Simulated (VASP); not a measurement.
# GaN (P6_3mc) in VASP: single point with PBE

Aim: the single point of GaN with PBE.

Program: VASP 6.6.1. These are calculated values, not measurements. Logs are shortened: lines on timing, memory, paths and dates and some standing lists are left out, and cuts for length are marked.

## Step 1: The cell of the first run

Symmetry: P6_3mc, No. 186, hexagonal system. The conventional cell has a = 3.152 Å, b = 3.152 Å, c = 5.138 Å, α = 90.00°, β = 90.00°, γ = 120.00°. Within 2.6 Å of Ga (site symmetry 3m) lie 4 N at 1.93 Å. Within 2.6 Å of N (site symmetry 3m) lie 4 Ga at 1.93 Å.

## Step 2: Single point, PBE (strained cell)

Input file INCAR:

```
SYSTEM = GaN
PREC = Accurate
ENCUT = 520
EDIFF = 1E-6
ISMEAR = 0
SIGMA = 0.02
LREAL = .FALSE.
LASPH = .TRUE.
NELM = 100
ALGO = Normal
ISIF = 2
LWAVE = .FALSE.
LCHARG = .FALSE.
GGA = PE
NBANDS = 26
```

Input file KPOINTS:

```
regular mesh
0
G
  12 12 6
  0 0 0
```

Input file POSCAR:

```
GaN
1.0
    3.1516453629      0.0000000000      0.0000000000
   -1.5758226815      2.7294049480      0.0000000000
    0.0000000000      0.0000000000      5.1383203668
Ga N
2 2
Direct
    0.6666666667      0.3333333333      0.4993009300
    0.3333333333      0.6666666667      0.9993009300
    0.6666666667      0.3333333333      0.8756990700
    0.3333333333      0.6666666667      0.3756990700
```

Potentials or basis: VASP PAW PBE potentials, release 64 (Ga_d, N).

Run with:

```console
> cat potpaw_PBE.64/Ga_d/POTCAR potpaw_PBE.64/N/POTCAR > POTCAR
> mpirun -np 1 vasp_std > vasp.out
```

OUTCAR:

```text
SYSTEM = GaN
   PREC = Accurate
   ENCUT = 520
   EDIFF = 1E-6
   ISMEAR = 0
   LREAL = .FALSE.
   LASPH = .TRUE.
   NELM = 100
   ISIF = 2
   GGA = PE

 ion  position               nearest neighbor table
   1  0.667  0.333  0.499-   4 1.93   4 1.93   4 1.93   3 1.93
   2  0.333  0.667  0.999-   3 1.93   3 1.93   3 1.93   4 1.93
   3  0.667  0.333  0.876-   2 1.93   2 1.93   2 1.93   1 1.93
   4  0.333  0.667  0.376-   1 1.93   1 1.93   1 1.93   2 1.93

  LATTYP: Found a hexagonal cell.
 ALAT       =     3.1516453629
 C/A-ratio  =     1.6303612162

  Lattice vectors:

 A1 = (   3.1516453629,   0.0000000000,   0.0000000000)
 A2 = (  -1.5758226815,   2.7294049480,   0.0000000000)
 A3 = (   0.0000000000,   0.0000000000,   5.1383203668)

Analysis of symmetry for initial positions (statically):
=====================================================================
 Subroutine PRICEL returns:
 Original cell was already a primitive cell.

 Routine SETGRP: Setting up the symmetry group for a
 hexagonal supercell.

 Subroutine GETGRP returns: Found 12 space group operations
 (whereof  6 operations were pure point group operations)
 out of a pool of 24 trial point group operations.

The static configuration has the point symmetry C_3v.
 The point group associated with its full space group is C_6v.

Analysis of symmetry for dynamics (positions and initial velocities):
=====================================================================
 Subroutine PRICEL returns:
 Original cell was already a primitive cell.

 Routine SETGRP: Setting up the symmetry group for a
 hexagonal supercell.

 Subroutine GETGRP returns: Found 12 space group operations
 (whereof  6 operations were pure point group operations)
 out of a pool of 24 trial point group operations.

The dynamic configuration has the point symmetry C_3v.
 The point group associated with its full space group is C_6v.

 Subroutine INISYM returns: Found 12 space group operations
 (whereof  6 operations are pure point group operations),
 and found     1 'primitive' translations

----------------------------------------------------------------------------------------

                                     Primitive cell

  volume of cell :      44.2004

  direct lattice vectors                    reciprocal lattice vectors
     3.151645363  0.000000000  0.000000000     0.317294583  0.183190113  0.000000000
    -1.575822682  2.729404948  0.000000000     0.000000000  0.366380225  0.000000000
     0.000000000  0.000000000  5.138320367     0.000000000  0.000000000  0.194616125

  length of vectors
     3.151645363  3.151645363  5.138320367     0.366380225  0.366380225  0.194616125

  position of ions in fractional coordinates (direct lattice)
     0.666666667  0.333333333  0.499300930
     0.333333333  0.666666667  0.999300930
     0.666666667  0.333333333  0.875699070
     0.333333333  0.666666667  0.375699070

  ion indices of the primitive-cell ions
   primitive index   ion index
                 1           1
                 2           2
                 3           3
                 4           4

----------------------------------------------------------------------------------------

 KPOINTS: regular mesh

Automatic generation of k-mesh.
 Grid dimensions read from file:
 generate k-points for:   12   12    6

 Generating k-lattice:

  Cartesian coordinates                     Fractional coordinates (reciprocal lattice)
     0.026441215  0.015265843  0.000000000     0.083333333  0.000000000  0.000000000
     0.000000000  0.030531685  0.000000000     0.000000000  0.083333333  0.000000000
     0.000000000  0.000000000  0.032436021     0.000000000  0.000000000  0.166666667

  Length of vectors
     0.030531685  0.030531685  0.032436021

  Shift w.r.t. Gamma in fractional coordinates (k-lattice)
     0.000000000  0.000000000  0.000000000

 Subroutine IBZKPT returns following result:
 ===========================================

 Found     76 irreducible k-points:

 Following reciprocal coordinates:
            Coordinates               Weight
  0.000000  0.000000  0.000000      1.000000
  0.083333 -0.000000  0.000000      6.000000
  0.166667 -0.000000  0.000000      6.000000
  0.250000 -0.000000  0.000000      6.000000
  0.333333  0.000000  0.000000      6.000000
  0.416667 -0.000000  0.000000      6.000000
[... 16 lines left out ...]
  0.250000 -0.000000  0.166667     12.000000
  0.333333  0.000000  0.166667     12.000000
 [... further k-points ...]
   k-points           NKPTS =     76   k-points in BZ     NKDIM =     76   number of bands    NBANDS=     26
   number of dos      NEDOS =    301   number of ions     NIONS =      4
   total plane-waves  NPLWV =  23040
   dimension x,y,z NGX =    24 NGY =   24 NGZ =   40
   dimension x,y,z NGXF=    48 NGYF=   48 NGZF=   80
   ions per type =               2   2
   NGX,Y,Z   is equivalent  to a cutoff of  12.66, 12.66, 12.94 a.u.
   NGXF,Y,Z  is equivalent  to a cutoff of  25.32, 25.32, 25.88 a.u.
 SYSTEM =  GaN
   PREC   = accura    normal or accurate (medium, high low for compatibility)
   ISTART =      0    job   : 0-new  1-cont  2-samecut
   ICHARG =      2    charge: 1-file 2-atom 10-const
   ISPIN  =      1    spin polarized calculation?
   LNONCOLLINEAR =      F non collinear calculations
   LSORBIT =      F    spin-orbit coupling
   LASPH  =      T    aspherical Exc in radial PAW
   ENCUT  =  520.0 eV  38.22 Ry    6.18 a.u.   5.86  5.86  9.55*2*pi/ulx,y,z
   NELM   =    100;   NELMIN=  2; NELMDL= -5     # of ELM steps
   EDIFF  = 0.1E-05   stopping-criterion for ELM
   LREAL  =      F    real-space projection
   EDIFFG = 0.1E-04   stopping-criterion for IOM
   NSW    =      0    number of steps for IOM
   IBRION =     -1    ionic relax: 0-MD 1-quasi-New 2-CG
   NFREE  =      0    steps in history (QN), initial steepest desc. (CG)
   ISIF   =      2    stress and relaxation
   ISYM   =      2    0-nonsym 1-usesym 2-fastsym
   POTIM  = 0.5000    time-step for ionic-motion
   TEBEG  =    0.0;   TEEND  =   0.0 temperature during run
   PSTRESS=    0.0 pullay stress
   NELECT =      36.0000    total number of electrons
   NUPDOWN=      -1.0000    fix difference up-down
   EMIN   =  10.00;   EMAX   =-10.00  energy-range for DOS
   EFERMI =   0.00;   METHOD = LEGACY
   ISMEAR =     0;   SIGMA  =   0.02  broadening in eV -4-tet -1-fermi 0-gaus
   EFERMI_NEDOS =   21; number of points for ismear=-14 and -15
   IALGO  =     38    algorithm
   IMIX   =      4    mixing-type and parameters
     AMIX     =   0.40;   BMIX     =  1.00
     AMIX_MAG =   1.60;   BMIX_MAG =  1.00
  volume/ion in A,a.u.               =      11.05        74.57
  Fermi-wavevector in a.u.,A,eV,Ry     =   1.528857  2.889121 31.802303  2.337403
  Thomas-Fermi vector in A             =   2.636558
   LORBIT       =      0    0 simple, 1 ext, 2 COOP (PROOUT), +10 PAW based schemes
   GGA     = PE    functional components
   LHFCALC =     F    Hartree Fock is set to
   AEXX    =    0.0000 exact exchange contribution
   IVDW    =     0    specifies the selected vdW correction
   LEPSILON=     F    determine dielectric tensor
   LRPA    =     F    only Hartree local field effects (RPA)
 non-spin polarized calculation
 Gauss-broadening in eV      SIGMA  =   0.02
  energy-cutoff  :      520.00
  volume of cell :       44.20
 maximum number of plane-waves:      1204
 NGX is ok and might be reduce to    24
   NGX = 11   NGY = 11   NGZ = 19

 number of electron      36.0000031 magnetization

 Free energy of the ion-electron system (eV)
  ---------------------------------------------------
  ext. energy  EPLUGINS =         0.00000000
  ---------------------------------------------------
  free energy    TOTEN  =       -24.22286695 eV

  energy without entropy =      -24.22286695  energy(sigma->0) =      -24.22286695

 E-fermi :   5.8105     XC(G=0): -11.8481

 val. band max:        5.6879744347   @ k =   0.0000   0.0000   0.0000
 cond. band min:       7.8173489053   @ k =   0.0000   0.0000   0.0000
 fundamental gap:      2.1293744706
 Fermi energy:         5.8104948786

 k-point     1 :       0.0000    0.0000    0.0000
  band No.  band energies     occupation
      1     -10.5836      2.00000
      2      -9.5540      2.00000
      3      -7.7834      2.00000
      4      -7.7664      2.00000
      5      -7.7664      2.00000
      6      -7.6985      2.00000
[... 18 lines left out ...]
     25      17.6473      0.00000
     26      17.6473      0.00000

 k-point     2 :       0.0833   -0.0000    0.0000
  band No.  band energies     occupation
      1     -10.5104      2.00000
      2      -9.5336      2.00000
      3      -7.7769      2.00000
      4      -7.7553      2.00000
      5      -7.7449      2.00000
      6      -7.6904      2.00000
[... 18 lines left out ...]
     25      17.2880      0.00000
     26      17.8078      0.00000

 k-point     3 :       0.1667   -0.0000    0.0000
  band No.  band energies     occupation
      1     -10.3095      2.00000
      2      -9.4831      2.00000
      3      -7.7507      2.00000
      4      -7.7281      2.00000
      5      -7.6877      2.00000
      6      -7.6528      2.00000
[... 18 lines left out ...]
     25      17.3057      0.00000
     26      18.1765      0.00000

 k-point     4 :       0.2500   -0.0000    0.0000
  band No.  band energies     occupation
      1     -10.0386      2.00000
      2      -9.4267      2.00000
      3      -7.7232      2.00000
      4      -7.7011      2.00000
      5      -7.6345      2.00000
      6      -7.5857      2.00000
[... 18 lines left out ...]
     25      17.3134      0.00000
     26      18.6694      0.00000
[... 496 lines left out ...]
      1     -10.2341      2.00000
      2      -9.5104      2.00000
      3      -7.7466      2.00000
      4      -7.7244      2.00000
      5      -7.6874      2.00000
      6      -7.6497      2.00000
[... 18 lines left out ...]
     25      16.8965      0.00000
     26      17.9585      0.00000

 k-point    23 :       0.2500   -0.0000    0.1667
  band No.  band energies     occupation
      1      -9.9768      2.00000
      2      -9.4435      2.00000
      3      -7.7238      2.00000
      4      -7.6941      2.00000
      5      -7.6489      2.00000
      6      -7.5939      2.00000
[... 18 lines left out ...]
     25      17.0024      0.00000
     26      18.4989      0.00000

 k-point    24 :       0.3333    0.0000    0.1667
  band No.  band energies     occupation
      1      -9.7405      2.00000
      2      -9.3929      2.00000
      3      -7.7154      2.00000
      4      -7.6764      2.00000
      5      -7.6183      2.00000
      6      -7.5402      2.00000
[... 18 lines left out ...]
     25      17.2278      0.00000
     26      19.1304      0.00000

 [... further k-points ...]
[... 5 lines left out ...]
  --------------------------------------------------------------------------------------
  -------------------------------------------------------------------------------------
  Total        3.4054933      3.4054933      3.3663340     -0.0000000      0.0000000      0.0000000
  in kB      123.4423307    123.4423307    122.0228869     -0.0000000      0.0000000      0.0000000
  external PRESSURE =     122.9691828 kB  Pullay stress =       0.0000000 kB

 VOLUME and BASIS-vectors are now :
 -----------------------------------------------------------------------------
  energy-cutoff  :      520.00
  volume of cell :       44.20
      direct lattice vectors                 reciprocal lattice vectors
     3.151645363  0.000000000  0.000000000     0.317294583  0.183190113  0.000000000
    -1.575822682  2.729404948  0.000000000     0.000000000  0.366380225  0.000000000
     0.000000000  0.000000000  5.138320367     0.000000000  0.000000000  0.194616125

 POSITION                                       TOTAL-FORCE (eV/Angst)
 -----------------------------------------------------------------------------------
      1.57582      0.90980      2.56557         0.000000     -0.000000      0.000084
     -0.00000      1.81960      5.13473        -0.000000      0.000000      0.000084
      1.57582      0.90980      4.49962        -0.000000     -0.000000     -0.000084
     -0.00000      1.81960      1.93046         0.000000     -0.000000     -0.000084
 -----------------------------------------------------------------------------------
    total drift:                               -0.000001     -0.000001     -0.000111

  FREE ENERGIE OF THE ION-ELECTRON SYSTEM (eV)
  ---------------------------------------------------
  free  energy   TOTEN  =       -24.2228669548 eV

  energy  without entropy=      -24.2228669548  energy(sigma->0) =      -24.22286695
```

It took 30 s on 1 thread of Intel Xeon 6975P-C (Granite Rapids), shared host; peak memory 0.2 GiB.

What came out:

| Property | Result |
| --- | --- |
| Free energy | -24.2229 eV |
| Pressure | 12.3 GPa |
| Band gap on the k mesh | 2.13 eV |

Stress tensor (GPa, compression positive):
```
12.34  0.00  0.00
 0.00 12.34  0.00
 0.00  0.00 12.20
```

Caveat: the cell differs from its parent crystal (strained cell); the cell stands under pressure.
